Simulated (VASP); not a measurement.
Input of a VASP 6.6.1 run:

Contents of INCAR:

```
PREC = Accurate
ENCUT = 500
EDIFF = 1E-6
ISMEAR = 1
SIGMA = 0.1
LREAL = F
LASPH = T
NELM = 120
ALGO = Normal
ISIF = 2
LWAVE = F
LCHARG = T
GGA = CA
LELF = T
LVHAR = T
NBANDS = 14
GGA_COMPAT = F
```

The input KPOINTS:

```
regular mesh
0
Gamma
  12 12 12
```

File POSCAR:

```
ZrB
1.0
    3.3109424058      0.0000000000      0.0000000000
    1.6554712029      2.8673602339      0.0000000000
    1.6554712029      0.9557867446      2.7033731540
Zr B
1 1
Direct
    0.5000000000      0.5000000000      0.5000000000
    0.0000000000      0.0000000000      0.0000000000
```

Potentials or basis: VASP PAW LDA potentials, release 64 (Zr_sv, B).

Run with:

```bash
$ cat potpaw_LDA.64/Zr_sv/POTCAR potpaw_LDA.64/B/POTCAR > POTCAR
$ mpirun -np 1 vasp_std > vasp.out
```

(1) What does it give for the pressure?

Answers

(1) 20.5 GPa.
